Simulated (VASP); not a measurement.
# SiSb (F-43m) in VASP: further runs

Runs on SiSb. Level: PBE. Tasks: single point.

Everything below comes from runs of VASP 6.6.1. Logs are shortened: lines on timing, memory, paths and dates and some standing lists are left out, and cuts for length are marked.

## 1. The cell of the first run

It takes space group F-43m (No. 216, cubic). Conventional cell: a = 6.170 Å, b = 6.170 Å, c = 6.170 Å, α = 90.00°, β = 90.00°, γ = 90.00°. Si (site symmetry -43m) has 4 Sb at 2.67 Å within 3.5 Å. Within 3.5 Å of Sb (site symmetry -43m) lie 4 Si at 2.67 Å.

## 2. Single point, PBE

Contents of INCAR:

```
SYSTEM = SiSb
PREC = Accurate
ENCUT = 500
EDIFF = 1E-6
ISMEAR = 1
SIGMA = 0.0527
LREAL = .FALSE.
LASPH = .TRUE.
NELM = 120
ALGO = Normal
ISIF = 2
LWAVE = .FALSE.
LCHARG = .FALSE.
GGA = PE
NBANDS = 12
GGA_COMPAT = .FALSE.
```

Contents of KPOINTS:

```
regular mesh
0
G
  5 5 5
  0 0 0
```

Contents of POSCAR:

```
SiSb
1.0
    0.0000000000      3.0849712453      3.0849712453
    3.0849712453      0.0000000000      3.0849712453
    3.0849712453      3.0849712453      0.0000000000
Si Sb
1 1
Direct
    0.0000000000      0.0000000000      0.0000000000
    0.2500000000      0.2500000000      0.2500000000
```

Potentials or basis: VASP PAW PBE potentials, release 64 (Si, Sb).

Launch:

```
$ cat potpaw_PBE.64/Si/POTCAR potpaw_PBE.64/Sb/POTCAR > POTCAR
$ mpirun -np 1 vasp_std > vasp.out
```

OUTCAR:

```text
SYSTEM = SiSb
   PREC = Accurate
   ENCUT = 500
   EDIFF = 1E-6
   ISMEAR = 1
   LREAL = .FALSE.
   LASPH = .TRUE.
   NELM = 120
   ISIF = 2
   GGA = PE

 ion  position               nearest neighbor table
   1  0.000  0.000  0.000-   2 2.67   2 2.67   2 2.67   2 2.67
   2  0.250  0.250  0.250-   1 2.67   1 2.67   1 2.67   1 2.67

  LATTYP: Found a face centered cubic cell.
 ALAT       =     6.1699424906

  Lattice vectors:

 A1 = (   0.0000000000,   3.0849712453,   3.0849712453)
 A2 = (   3.0849712453,   0.0000000000,   3.0849712453)
 A3 = (   3.0849712453,   3.0849712453,   0.0000000000)

Analysis of symmetry for initial positions (statically):
=====================================================================
 Subroutine PRICEL returns:
 Original cell was already a primitive cell.

 Routine SETGRP: Setting up the symmetry group for a
 face centered cubic supercell.

 Subroutine GETGRP returns: Found 24 space group operations
 (whereof 24 operations were pure point group operations)
 out of a pool of 48 trial point group operations.

The static configuration has the point symmetry T_d .

Analysis of symmetry for dynamics (positions and initial velocities):
=====================================================================
 Subroutine PRICEL returns:
 Original cell was already a primitive cell.

 Routine SETGRP: Setting up the symmetry group for a
 face centered cubic supercell.

 Subroutine GETGRP returns: Found 24 space group operations
 (whereof 24 operations were pure point group operations)
 out of a pool of 48 trial point group operations.

The dynamic configuration has the point symmetry T_d .

 Subroutine INISYM returns: Found 24 space group operations
 (whereof 24 operations are pure point group operations),
 and found     1 'primitive' translations

----------------------------------------------------------------------------------------

                                     Primitive cell

  volume of cell :      58.7196

  direct lattice vectors                    reciprocal lattice vectors
     0.000000000  3.084971245  3.084971245    -0.162076065  0.162076065  0.162076065
     3.084971245  0.000000000  3.084971245     0.162076065 -0.162076065  0.162076065
     3.084971245  3.084971245  0.000000000     0.162076065  0.162076065 -0.162076065

  length of vectors
     4.362808175  4.362808175  4.362808175     0.280723979  0.280723979  0.280723979

  position of ions in fractional coordinates (direct lattice)
     0.000000000  0.000000000  0.000000000
     0.250000000  0.250000000  0.250000000

  ion indices of the primitive-cell ions
   primitive index   ion index
                 1           1
                 2           2

----------------------------------------------------------------------------------------

 KPOINTS: regular mesh

Automatic generation of k-mesh.
 Grid dimensions read from file:
 generate k-points for:    5    5    5

 Generating k-lattice:

  Cartesian coordinates                     Fractional coordinates (reciprocal lattice)
    -0.032415213  0.032415213  0.032415213     0.200000000  0.000000000  0.000000000
     0.032415213 -0.032415213  0.032415213     0.000000000  0.200000000  0.000000000
     0.032415213  0.032415213 -0.032415213     0.000000000  0.000000000  0.200000000

  Length of vectors
     0.056144796  0.056144796  0.056144796

  Shift w.r.t. Gamma in fractional coordinates (k-lattice)
     0.000000000  0.000000000  0.000000000

 Subroutine IBZKPT returns following result:
 ===========================================

 Found     10 irreducible k-points:

 Following reciprocal coordinates:
            Coordinates               Weight
  0.000000  0.000000  0.000000      1.000000
  0.200000  0.000000  0.000000      8.000000
  0.400000  0.000000  0.000000      8.000000
  0.200000  0.200000  0.000000      6.000000
  0.400000  0.200000  0.000000     24.000000
 -0.400000  0.200000  0.000000     24.000000
 -0.200000  0.200000  0.000000     12.000000
  0.400000  0.400000  0.000000      6.000000
 -0.400000  0.400000  0.000000     12.000000
 -0.400000  0.400000  0.200000     24.000000
   k-points           NKPTS =     10   k-points in BZ     NKDIM =     10   number of bands    NBANDS=     12
   number of dos      NEDOS =    301   number of ions     NIONS =      2
   total plane-waves  NPLWV =  32768
   dimension x,y,z NGX =    32 NGY =   32 NGZ =   32
   dimension x,y,z NGXF=    64 NGYF=   64 NGZF=   64
   ions per type =               1   1
   NGX,Y,Z   is equivalent  to a cutoff of  12.19, 12.19, 12.19 a.u.
   NGXF,Y,Z  is equivalent  to a cutoff of  24.39, 24.39, 24.39 a.u.
 SYSTEM =  SiSb
   PREC   = accura    normal or accurate (medium, high low for compatibility)
   ISTART =      0    job   : 0-new  1-cont  2-samecut
   ICHARG =      2    charge: 1-file 2-atom 10-const
   ISPIN  =      1    spin polarized calculation?
   LNONCOLLINEAR =      F non collinear calculations
   LSORBIT =      F    spin-orbit coupling
   LASPH  =      T    aspherical Exc in radial PAW
   ENCUT  =  500.0 eV  36.75 Ry    6.06 a.u.   7.95  7.95  7.95*2*pi/ulx,y,z
   NELM   =    120;   NELMIN=  2; NELMDL= -5     # of ELM steps
   EDIFF  = 0.1E-05   stopping-criterion for ELM
   LREAL  =      F    real-space projection
   EDIFFG = 0.1E-04   stopping-criterion for IOM
   NSW    =      0    number of steps for IOM
   IBRION =     -1    ionic relax: 0-MD 1-quasi-New 2-CG
   NFREE  =      0    steps in history (QN), initial steepest desc. (CG)
   ISIF   =      2    stress and relaxation
   ISYM   =      2    0-nonsym 1-usesym 2-fastsym
   POTIM  = 0.5000    time-step for ionic-motion
   TEBEG  =    0.0;   TEEND  =   0.0 temperature during run
   PSTRESS=    0.0 pullay stress
   NELECT =       9.0000    total number of electrons
   NUPDOWN=      -1.0000    fix difference up-down
   EMIN   =  10.00;   EMAX   =-10.00  energy-range for DOS
   EFERMI =   0.00;   METHOD = LEGACY
   ISMEAR =     1;   SIGMA  =   0.05  broadening in eV -4-tet -1-fermi 0-gaus
   EFERMI_NEDOS =   21; number of points for ismear=-14 and -15
   IALGO  =     38    algorithm
   IMIX   =      4    mixing-type and parameters
     AMIX     =   0.40;   BMIX     =  1.00
     AMIX_MAG =   1.60;   BMIX_MAG =  1.00
  volume/ion in A,a.u.               =      29.36       198.13
  Fermi-wavevector in a.u.,A,eV,Ry     =   0.876115  1.655618 10.443531  0.767578
  Thomas-Fermi vector in A             =   1.995880
   LORBIT       =      0    0 simple, 1 ext, 2 COOP (PROOUT), +10 PAW based schemes
   GGA     = PE    functional components
   LHFCALC =     F    Hartree Fock is set to
   AEXX    =    0.0000 exact exchange contribution
   IVDW    =     0    specifies the selected vdW correction
   LEPSILON=     F    determine dielectric tensor
   LRPA    =     F    only Hartree local field effects (RPA)
 non-spin polarized calculation
 Methfessel and Paxton  Order N= 1 SIGMA  =   0.05
  energy-cutoff  :      500.00
  volume of cell :       58.72
 maximum number of plane-waves:      1504
   NGX = 15   NGY = 15   NGZ = 15

 number of electron       9.0000000 magnetization

 Free energy of the ion-electron system (eV)
  ---------------------------------------------------
  ext. energy  EPLUGINS =         0.00000000
  ---------------------------------------------------
  free energy    TOTEN  =        -8.59701943 eV

  energy without entropy =       -8.59438503  energy(sigma->0) =       -8.59614129

 E-fermi :   5.7062     XC(G=0):  -8.7808

 val. band max:        5.6895376148   @ k =  -0.4000   0.2000   0.0000
 cond. band min:       5.7265889715   @ k =   0.4000   0.4000   0.0000
 fundamental gap:      0.0370513567
 Fermi energy:         5.7062062333

 k-point     1 :       0.0000    0.0000    0.0000
  band No.  band energies     occupation
      1      -6.7928      2.00000
      2       3.4041      2.00000
      3       3.9650      2.00000
      4       3.9650      2.00000
      5       3.9650      2.00000
      6       6.4893     -0.00000
      7       6.4893     -0.00000
      8       6.4893     -0.00000
      9      10.3914      0.00000
     10      12.1106      0.00000
     11      12.1106      0.00000
     12      13.9988      0.00000

 k-point     2 :       0.2000    0.0000    0.0000
  band No.  band energies     occupation
      1      -6.4217      2.00000
      2       0.7020      2.00000
      3       3.5016      2.00000
      4       3.5016      2.00000
      5       4.7286      2.00000
      6       7.1394      0.00000
      7       7.1394      0.00000
      8       7.9771      0.00000
      9      11.4190      0.00000
     10      11.4190      0.00000
     11      11.6443      0.00000
     12      13.4747      0.00000

 k-point     3 :       0.4000    0.0000    0.0000
  band No.  band energies     occupation
      1      -5.5264      2.00000
      2      -1.7058      2.00000
      3       3.0136      2.00000
      4       3.0136      2.00000
      5       4.3225      2.00000
      6       7.5537      0.00000
      7       7.5537      0.00000
      8      10.7182      0.00000
      9      11.7531      0.00000
     10      12.5237      0.00000
     11      12.5237      0.00000
     12      14.7535      0.00000

 k-point     4 :       0.2000    0.2000    0.0000
  band No.  band energies     occupation
      1      -6.2906      2.00000
      2       0.5540      2.00000
      3       2.8483      2.00000
      4       2.8483      2.00000
      5       5.6113      2.02878
      6       6.3560     -0.00000
      7       8.2445      0.00000
      8       8.2445      0.00000
      9      10.2218      0.00000
     10      12.4021      0.00000
     11      12.6115      0.00000
     12      15.0440      0.00000

 k-point     5 :       0.4000    0.2000    0.0000
  band No.  band energies     occupation
      1      -5.5095      2.00000
      2      -1.3419      2.00000
      3       1.8880      2.00000
      4       2.4130      2.00000
      5       5.7354      0.20294
      6       7.0708      0.00000
      7       8.6797      0.00000
      8       8.9435      0.00000
      9      12.1406      0.00000
     10      13.1890      0.00000
     11      13.4111      0.00000
     12      15.0774      0.00000

 k-point     6 :      -0.4000    0.2000    0.0000
  band No.  band energies     occupation
      1      -5.0075      2.00000
      2      -2.1976      2.00000
      3       1.2829      2.00000
      4       2.5956      2.00000
      5       5.6895      1.50681
      6       7.8761      0.00000
      7       8.5363      0.00000
      8      10.2792      0.00000
      9      11.2684      0.00000
     10      12.1399      0.00000
     11      13.8957      0.00000
     12      15.2862      0.00000

 k-point     7 :      -0.2000    0.2000    0.0000
  band No.  band energies     occupation
      1      -5.8422      2.00000
      2      -0.7189      2.00000
      3       1.7578      2.00000
      4       3.2494      2.00000
      5       5.7585     -0.04881
      6       7.6206      0.00000
      7       7.7749      0.00000
      8       8.6539      0.00000
      9      10.7200      0.00000
     10      12.8889      0.00000
     11      12.9519      0.00000
     12      14.6503      0.00000

 k-point     8 :       0.4000    0.4000    0.0000
  band No.  band energies     occupation
      1      -4.9120      2.00000
      2      -2.1716      2.00000
      3       1.8682      2.00000
      4       1.8682      2.00000
      5       5.0655      2.00000
      6       5.7266      0.39650
      7      10.9765      0.00000
      8      10.9765      0.00000
      9      12.0943      0.00000
     10      13.9996      0.00000
     11      14.8558      0.00000
     12      15.3694      0.00000

 k-point     9 :      -0.4000    0.4000    0.0000
  band No.  band energies     occupation
      1      -4.3925      2.00000
      2      -2.8016      2.00000
      3       1.0251      2.00000
      4       1.9500      2.00000
      5       5.4251      2.00000
      6       7.0154      0.00000
      7      10.5084      0.00000
      8      10.6536      0.00000
      9      11.5656      0.00000
     10      12.8719      0.00000
     11      14.9624      0.00000
     12      16.2137      0.00000

 k-point    10 :      -0.4000    0.4000    0.2000
  band No.  band energies     occupation
      1      -4.7047      2.00000
      2      -2.3961      2.00000
      3       1.0585      2.00000
      4       1.7802      2.00000
      5       7.0870      0.00000
      6       7.1730      0.00000
      7       8.1899      0.00000
      8      10.2650      0.00000
      9      11.6696      0.00000
     10      12.8348      0.00000
     11      15.0579      0.00000
     12      15.8257      0.00000

------------------------ aborting loop because EDIFF is reached ----------------------------------------

  FORCE on cell =-STRESS in cart. coord.  units (eV):
  Direction    XX          YY          ZZ          XY          YZ          ZX
  --------------------------------------------------------------------------------------
  -------------------------------------------------------------------------------------
  Total        0.0612056      0.0612056      0.0612056      0.0000000     -0.0000000     -0.0000000
  in kB        1.6700072      1.6700072      1.6700072      0.0000000     -0.0000000     -0.0000000
  external PRESSURE =       1.6700072 kB  Pullay stress =       0.0000000 kB

 VOLUME and BASIS-vectors are now :
 -----------------------------------------------------------------------------
  energy-cutoff  :      500.00
  volume of cell :       58.72
      direct lattice vectors                 reciprocal lattice vectors
     0.000000000  3.084971245  3.084971245    -0.162076065  0.162076065  0.162076065
     3.084971245  0.000000000  3.084971245     0.162076065 -0.162076065  0.162076065
     3.084971245  3.084971245  0.000000000     0.162076065  0.162076065 -0.162076065

 POSITION                                       TOTAL-FORCE (eV/Angst)
 -----------------------------------------------------------------------------------
      0.00000      0.00000      0.00000        -0.000000      0.000000      0.000000
      1.54249      1.54249      1.54249         0.000000     -0.000000     -0.000000
 -----------------------------------------------------------------------------------
    total drift:                                0.000000      0.000000      0.000000

  FREE ENERGIE OF THE ION-ELECTRON SYSTEM (eV)
  ---------------------------------------------------
  free  energy   TOTEN  =        -8.5970194265 eV

  energy  without entropy=       -8.5943850310  energy(sigma->0) =       -8.59614129
```

Wall time 8.2 s (1 thread of AMD EPYC 7R43 (Zen 3), shared host); peak memory 0.14 GiB.

Results:

* Free energy: -8.5970 eV
* Pressure: 0.2 GPa

Levels at points of the mesh, in eV from the Fermi level:
```csv
k point,band 2,band 3,band 4,band 5,band 6,band 7,band 8,band 9
"(0.00, 0.00, 0.00)",-2.30,-1.74,-1.74,-1.74,0.78,0.78,0.78,4.69
```

Caveat: spin-orbit coupling is left out, which moves the levels of the heavy elements.

## 3. Single point, PBE

Contents of INCAR:

```
ALGO = Normal
EDIFF = 1E-6
ENCUT = 500
GGA = PE
GGA_COMPAT = F
ISIF = 2
ISMEAR = 1
LASPH = T
LCHARG = F
LREAL = F
LWAVE = F
NBANDS = 12
NELM = 120
PREC = Accurate
SIGMA = 0.05
```

Contents of KPOINTS:

```
k-points
0
Gamma
  5 5 5
```

Contents of POSCAR:

```
SiSb
1.0
    0.0000000000      3.0851587559      3.0851587559
    3.0851587559      0.0000000000      3.0851587559
    3.0851587559      3.0851587559      0.0000000000
Si Sb
1 1
Direct
    0.0000000000      0.0000000000      0.0000000000
    0.2500000000      0.2500000000      0.2500000000
```

Potentials or basis: VASP PAW PBE potentials, release 64 (Si, Sb).

Launch:

```
$ cat potpaw_PBE.64/Si/POTCAR potpaw_PBE.64/Sb/POTCAR > POTCAR
$ mpirun -np 1 vasp_std > vasp.out
```

Wall time 8.2 s (1 thread of AMD EPYC 7R43 (Zen 3), shared host); peak memory 0.14 GiB.

It converged, with:

```
Free energy : -8.5969 eV
Pressure    : 0.2 GPa
```

Levels at points of the mesh, in eV from the Fermi level:
| k point | band 2 | band 3 | band 4 | band 5 | band 6 | band 7 | band 8 | band 9 |
| --- | --- | --- | --- | --- | --- | --- | --- | --- |
| (0.00, 0.00, 0.00) | -2.30 | -1.74 | -1.74 | -1.74 | 0.78 | 0.78 | 0.78 | 4.68 |

Caveat: spin-orbit coupling is left out, which moves the levels of the heavy elements.

## 4. Single point, PBE

Contents of INCAR:

```
PREC     = Accurate       # precision mode
ENCUT    = 500            # plane-wave cutoff, eV
EDIFF    = 1E-6           # SCF threshold, eV
ISMEAR   = 1              # smearing method
SIGMA    = 0.0527         # smearing width, eV
LREAL    = F              # projectors in reciprocal space
LASPH    = T              # aspherical terms in the spheres
NELM     = 120            # most SCF steps
ALGO     = Normal         # electronic algorithm
ISIF     = 2              # what is computed and relaxed
LWAVE    = F              # write WAVECAR
LCHARG   = F              # write CHGCAR
GGA      = PE             # functional
NBANDS   = 12             # bands
GGA_COMPAT= F
```

Contents of KPOINTS:

```
Automatic mesh
0
Gamma
  5 5 5
```

Contents of POSCAR:

```
SiSb
1.0
    0.0000000000      3.0849711863      3.0849711863
    3.0849711863      0.0000000000      3.0849711863
    3.0849711863      3.0849711863      0.0000000000
Si Sb
1 1
Direct
    0.0000000000      0.0000000000      0.0000000000
    0.2500000000      0.2500000000      0.2500000000
```

Launch:

```
$ cat potpaw_PBE.64/Si/POTCAR potpaw_PBE.64/Sb/POTCAR > POTCAR
$ mpirun -np 1 vasp_std > vasp.out
```

Run time: 8.7 s. Hardware: 1 thread of AMD EPYC 7R43 (Zen 3), shared host; peak memory 0.14 GiB.

Results (log left out):

| Item | Value |
| --- | --- |
| Free energy | -8.5970 eV |
| Pressure | 0.2 GPa |

Levels at points of the mesh, in eV from the Fermi level:
| k point | band 2 | band 3 | band 4 | band 5 | band 6 | band 7 | band 8 | band 9 |
| --- | --- | --- | --- | --- | --- | --- | --- | --- |
| (0.00, 0.00, 0.00) | -2.30 | -1.74 | -1.74 | -1.74 | 0.78 | 0.78 | 0.78 | 4.69 |

Caveat: spin-orbit coupling is left out, which moves the levels of the heavy elements.
